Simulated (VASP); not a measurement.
Here is a VASP 6.6.1 calculation.

Contents of INCAR:

```
PREC = Accurate
ENCUT = 520
EDIFF = 1E-6
ISMEAR = -1
SIGMA = 0.05
LREAL = F
LASPH = T
NELM = 100
ALGO = Normal
ISIF = 2
LWAVE = F
LCHARG = T
GGA = PE
LELF = T
LVHAR = T
NBANDS = 21
```

Contents of KPOINTS:

```
regular mesh
0
Gamma
  14 14 14
```

Contents of POSCAR:

```
Mo
1.0
    0.0000000000      2.6936760050      2.6936760050
    2.6936760050      0.0000000000      2.6936760050
    2.6936760050      2.6936760050      0.0000000000
Mo
2
Direct
   -0.1250000000     -0.1250000000     -0.1250000000
    0.1250000000      0.1250000000      0.1250000000
```

Potentials or basis: VASP PAW PBE potentials, release 64 (Mo_sv).

Launch:

```sh
$ cat potpaw_PBE.64/Mo_sv/POTCAR > POTCAR
$ mpirun -np 1 vasp_std > vasp.out
```

Q: Estimate the band gap on the k mesh.

A: Zero (bands 14 and 15 overlap by 0.73 eV).

Q: Predict the pressure.

A: 25.1 GPa.

Caveat: the cell stands under pressure.
